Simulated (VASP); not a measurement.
Input of a VASP 6.6.1 run:

INCAR

```
PREC = Accurate
ENCUT = 500
EDIFF = 1E-6
ISMEAR = 0
SIGMA = 0.05
LREAL = F
LASPH = T
NELM = 200
ALGO = Normal
ISIF = 2
LWAVE = F
LCHARG = T
ISPIN = 2
MAGMOM = 3.41 0
LORBIT = 11
LMAXMIX = 4
GGA = PS
LELF = T
LVHAR = T
NBANDS = 20
GGA_COMPAT = F
```

The input KPOINTS:

```
regular mesh
0
Gamma
  10 10 10
```

Contents of POSCAR:

```
MnSb
1.0
    0.0000000000      2.9685514580      2.9685514580
    2.9685514580      0.0000000000      2.9685514580
    2.9685514580      2.9685514580      0.0000000000
Mn Sb
1 1
Direct
    0.0000000000      0.0000000000      0.0000000000
    0.2500000000      0.2500000000      0.2500000000
```

Potentials or basis: VASP PAW PBE potentials, release 64 (Mn_pv, Sb).

Run with:

```console
$ cat potpaw_PBE.64/Mn_pv/POTCAR potpaw_PBE.64/Sb/POTCAR > POTCAR
$ mpirun -np 1 vasp_std > vasp.out
```

(1) Estimate the pressure.

(2) What does it give for the site moments?

Results:

(1) 2.7 GPa.

(2) Mn +3.61; Sb -0.15 μB.

Caveat: the PAW data sets were made with another functional, which shifts forces and pressure a little; a cell with one magnetic atom can't hold antiferromagnetic order, which such compounds often take.
